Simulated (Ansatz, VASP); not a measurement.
# Two plane-wave programs on AlCo

```xyz
2
Lattice="2.8523 0.0000 0.0000 0.0000 2.8523 0.0000 0.0000 0.0000 2.8523" Properties=species:S:1:pos:R:3 pbc="T T T"
Al    0.0000    0.0000    0.0000
Co    1.4262    1.4262    1.4262
```

Alike in both runs: functional PBE; k mesh 6 × 6 × 6; occupations gaussian, width 0.1 eV; no spin polarisation.

Ansatz relaxed the structure, and its values are those at the end. VASP's run is a single point on that final structure, the one shown.

```csv
,VASP,Ansatz
version,VASP 6.6.1,Ansatz 0.2.0
potentials or method,"VASP PAW PBE potentials, release 64 (Al, Co), cutoff 600 eV","scalar-relativistic, plane waves, PAW"
valence electrons in the cell,12,20
```

Ansatz gave:

| Property | Result |
| --- | --- |
| gap on the k mesh at the Fermi level (eV) | none |
| pressure (GPa) | 0.2 |

What did VASP give for the same quantities?

gap on the k mesh at the Fermi level (eV): none; pressure (GPa): 0.1.

A gap of «none» marks a metal or a gap that the smearing closes. With one functional, cell and mesh, what is left measures potentials, basis and numerics. VASP's potentials hold 12 valence electrons a cell and Ansatz's 20, so a difference there can come from the potentials and not from the codes.

The k mesh is coarse, so the values compare programs but aren't converged.
